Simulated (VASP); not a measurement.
Crystal: ZnCu.

```
Zn Cu
1.0
     2.92523    0.00000    0.00000
     0.00000    2.92523    0.00000
     0.00000    0.00000    2.92523
Zn Cu
1 1
Direct
  0.50000 0.50000 0.50000
  0.00000 0.00000 0.00000
```

Base run:

```yaml
Program: VASP 6.6.1
Functional: LDA
Potentials_or_basis: VASP PAW LDA potentials, release 64 (Zn, Cu_sv_GW)
Cutoff: 820 eV
k_mesh: 9 × 9 × 9
Occupations: fermi-dirac, width 0.05 eV
Spin: no spin polarisation
```

Its results: band gap on the k mesh zero (an odd number of electrons rules out a gap without spin polarisation); pressure -8.0 GPa.

Task: The run is repeated on the same cell with these changes: functional from LDA to r2SCAN; potentials or basis from VASP PAW LDA potentials, release 64 (Zn, Cu_sv_GW) to VASP PAW PBE potentials, release 64 (Zn, Cu_sv_GW); cutoff from 820 eV to 900 eV. What comes out?

Result: Band gap on the k mesh zero (an odd number of electrons rules out a gap without spin polarisation); pressure -0.4 GPa.

Caveats: the cell stands under tension (at least some runs); the PAW data sets were made with another functional, which shifts forces and pressure a little (at least some runs).
